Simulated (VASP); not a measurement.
A run of VASP 6.6.1 is set up as follows.

POSCAR

```
CuO
1.0
    3.1754955000      0.0000000000      0.0000000000
    0.0000000000      3.1754955000      0.0000000000
    0.0000000000      0.0000000000      4.6495318700
Cu O
2 2
Direct
    0.0000000000      0.0000000000      0.0000000000
    0.5000000000      0.5000000000      0.0000000000
    0.5000000000      0.0000000000      0.2670000000
    0.0000000000      0.5000000000      0.7330000000
```

Contents of INCAR.step1:

```
PREC = Accurate
ENCUT = 520
ISMEAR = -1
SIGMA = 0.05
LREAL = F
LASPH = T
NELM = 60
NBANDS = 25
GGA = PE
ALGO = Normal
EDIFF = 1E-4
LWAVE = T
LCHARG = F
```

INCAR.step2

```
PREC = Accurate
ENCUT = 520
EDIFF = 1E-7
ISMEAR = -1
SIGMA = 0.05
LREAL = F
LASPH = T
NELM = 60
ALGO = Normal
ISIF = 2
LWAVE = F
LCHARG = T
METAGGA = R2SCAN
LMIXTAU = T
LELF = T
LVHAR = T
NBANDS = 25
ISTART = 1
```

Contents of KPOINTS:

```
Automatic mesh
0
Gamma
  5 5 4
```

Potentials or basis: VASP PAW PBE potentials, release 64 (Cu, O).

Launch:

```sh
$ cat potpaw_PBE.64/Cu/POTCAR potpaw_PBE.64/O/POTCAR > POTCAR
$ cp INCAR.step1 INCAR
$ mpirun -np 1 vasp_std > vasp.out
$ cp INCAR.step2 INCAR
$ mpirun -np 1 vasp_std > vasp.out
```

(1) Estimate the pressure.

(2) What does it give for the band gap on the k mesh?

Results:

(1) 11.2 GPa.

(2) zero (band 17 reaches 3.24 eV, above the bottom of band 18 at 2.35 eV).

Caveat: the k points lie up to 0.40 Å⁻¹ apart; the PAW data sets were made with another functional, which shifts forces and pressure a little; semilocal functionals often make such compounds metallic where correlation or magnetic order opens a gap, which also shifts bond lengths.
